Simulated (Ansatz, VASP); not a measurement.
**One calculation of Be2Zn3Se5, two programs**

```xyz
10
Lattice="-1.9386 1.9386 13.9198 1.9386 -1.9386 13.9198 1.9386 1.9386 -13.9198" Properties=species:S:1:pos:R:3 pbc="T T T"
Be    0.0000    0.0000   19.6434
Be    0.0000    0.0000    8.1963
Zn    0.0000    0.0000   24.8411
Zn    0.0000    0.0000   13.9198
Zn    0.0000    0.0000    2.9986
Se    1.9386    0.0000    6.9599
Se    0.0000    1.9386    9.4072
Se    1.9386    0.0000   12.4195
Se    1.9386    0.0000    1.5003
Se    0.0000    1.9386    4.5126
```

Alike in both runs: functional PBE; k mesh 6 × 6 × 6; occupations gaussian, width 0.1 eV; no spin polarisation.

Ansatz relaxed the structure, and its values are those at the end. VASP's run is a single point on that final structure, the one shown.

|  | VASP | Ansatz |
| --- | --- | --- |
| version | VASP 6.6.1 | Ansatz 0.2.0 |
| potentials or method | VASP PAW PBE potentials, release 64 (Be, Zn, Se), cutoff 520 eV | scalar-relativistic, plane waves, PAW |
| valence electrons in the cell | 70 | 120 |

VASP gave:

| Quantity | Value |
| --- | --- |
| gap on the k mesh at the Fermi level (eV) | 1.88 |
| least direct gap on the mesh (eV) | 1.88 |
| pressure (GPa) | 0.3 |
| rms of the force components (eV/Å) | 0.005 |

Estimate Ansatz's values.

gap on the k mesh at the Fermi level (eV): 1.88; least direct gap on the mesh (eV): 1.88; pressure (GPa): 0.1; rms of the force components (eV/Å): 0.006.

VASP's potentials hold 70 valence electrons a cell and Ansatz's 120, so a difference there can come from the potentials and not from the codes.
